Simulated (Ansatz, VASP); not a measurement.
**Au in VASP and in Ansatz**

```xyz
1
Lattice="0.0000 1.9982 1.9982 1.9982 0.0000 1.9982 1.9982 1.9982 0.0000" Properties=species:S:1:pos:R:3 pbc="T T T"
Au    0.0000    0.0000    0.0000
```

Alike in both runs: task single point; functional r2SCAN; k mesh 18 × 18 × 18; occupations gaussian, width 0.1 eV; no spin polarisation.

|  | VASP | Ansatz |
| --- | --- | --- |
| version | VASP 6.6.1 | Ansatz 0.2.0 |
| potentials or method | VASP PAW PBE potentials, release 64 (Au), cutoff 520 eV | scalar-relativistic, plane waves, PAW |
| valence electrons in the cell | 11 | 19 |

```csv
,VASP,Ansatz,Ansatz less VASP
gap on the k mesh at the Fermi level (eV),none,none,-
pressure (GPa),19.9,19.3,-0.57
```

VASP's potentials were made for PBE, not for r2SCAN. A gap of «none» marks a metal or a gap that the smearing closes. VASP's potentials hold 11 valence electrons a cell and Ansatz's 19, so a difference there can come from the potentials and not from the codes.

Spin-orbit coupling is off throughout.
